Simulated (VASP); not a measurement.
Runs of VASP 6.6.1 on Ni. The structure is that of space group P6_3/mmc (No. 194), or close to it. The cells are those of the table. 

| task | cell | cutoff (eV) | gap on the mesh (eV) | pressure (GPa) | moment (μB) |
| --- | --- | --- | --- | --- | --- |
| single point | a = 2.420, b = 2.420, c = 3.968 Å, angles 90.0, 90.0, 120.0°, 2 atoms | 520 | none | 19.5 | 1.22 |
| relaxation of shape and atoms at fixed volume | relaxed from a = 2.188, b = 2.188, c = 3.587 Å, angles 90.0, 90.0, 120.0°, 2 atoms | 600 | none | 189.5 | (a) |
| single point | a = 2.489, b = 2.489, c = 4.079 Å, angles 90.0, 90.0, 120.0°, 2 atoms | 520 | none | -0.1 | 1.28 |
| single point | a = 2.348, b = 2.348, c = 3.849 Å, angles 90.0, 90.0, 120.0°, 2 atoms | 520 | none | (b) | 1.15 |
| relaxation of shape and atoms at fixed volume | relaxed from a = 2.271, b = 2.271, c = 3.723 Å, angles 90.0, 90.0, 120.0°, 2 atoms | 600 | none | 102.9 | 1.07 |

Alike in all rows: level PBE; potentials or basis VASP PAW PBE potentials, release 64 (Ni); spin collinear, ferromagnetic start; k mesh 17 × 17 × 10; smearing fermi-dirac 0.08 eV.

Task: Fill in the values left out.

Result: (a) 1.00; (b) 51.2.

A gap of «none» marks levels without a gap at the run's occupations.
